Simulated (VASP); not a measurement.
Se: single point with HSE06

The system is Se.

```xyz
3
Lattice="4.3662 0.0000 0.0000 -2.1831 3.7812 0.0000 0.0000 0.0000 4.9536" Properties=species:S:1:pos:R:3 pbc="T T T"
Se    1.6910    2.9289    0.0000
Se   -0.4921    0.8523    3.3024
Se    0.9841    0.0000    1.6512
```

```
Program             : VASP 6.6.1
Task                : single point
Functional          : HSE06
Potentials or basis : VASP PAW PBE potentials, release 64 (Se)
Cutoff              : 520 eV
k mesh              : 4 × 4 × 3
Occupations         : fermi-dirac, width 0.05 eV
Spin                : no spin polarisation
```

```json
{
 "Pressure": "0.6 GPa",
 "Largest force": "0.208 eV/Å",
 "Band gap on the k mesh": "2.42 eV (least direct gap 2.81 eV)"
}
```

Forces on the atoms (eV/Å):
```
Se   0.104  0.180  0.000
Se   0.104 -0.180  0.000
Se  -0.208  0.000  0.000
```

Stress tensor (GPa, compression positive):
```
0.78 0.00 0.00
0.00 0.78 0.00
0.00 0.00 0.10
```

Levels at points of the mesh, in eV from the valence-band top:
| k point | band 7 | band 8 | band 9 | band 10 | band 11 | band 12 |
| --- | --- | --- | --- | --- | --- | --- |
| (0.00, 0.00, 0.00) | -2.00 | -2.00 | -0.23 | 3.10 | 3.10 | 3.39 |
| (0.50, 0.00, 0.00) | -2.80 | -1.59 | -0.82 | 3.09 | 3.52 | 5.44 |

Wall time 17 min on 1 thread of Intel Xeon 8259CL, on a shared host, peak memory 0.3 GiB.

Caveat: the k points lie up to 0.42 Å⁻¹ apart; the PAW data sets were made with another functional, which shifts forces and pressure a little; an odd mesh through Γ misses points on the zone boundary, where band edges can lie.
